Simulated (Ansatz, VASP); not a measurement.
## One calculation of C, two programs

```xyz
4
Lattice="1.2054 -2.0323 0.0000 1.2054 2.0323 0.0000 0.0000 0.0000 7.0424" Properties=species:S:1:pos:R:3 pbc="T T T"
C     1.2054    1.6936    5.2807
C     1.2054   -0.3387    1.7617
C     1.2054   -1.6936    1.7617
C     1.2054    0.3387    5.2807
```

Change from the starting cell: volume 8.626 Å^3 an atom, stretch along a over the lengths across it, relative to the relaxed cell 1.0271.

Alike in both runs: task single point; functional PBEsol; k mesh 21 × 21 × 6; occupations gaussian, width 0.15 eV; no spin polarisation.

|  | VASP | Ansatz |
| --- | --- | --- |
| version | VASP 6.6.1 | Ansatz 0.2.0 |
| potentials or method | VASP PAW PBE potentials, release 64 (C), cutoff 520 eV | scalar-relativistic, plane waves, PAW |
| valence electrons in the cell | 16 | 16 |

```csv
,VASP,Ansatz,Ansatz less VASP
gap on the k mesh at the Fermi level (eV),0.05,0.05,0.000
least direct gap on the mesh (eV),0.05,0.05,0.000
rms of the force components (eV/Å),0.359,0.355,-0.0033
```

VASP's potentials were made for PBE, not for PBEsol, and Ansatz warns of the same on its side. Atom by atom the forces differ by 0.003 eV/Å (rms over components).
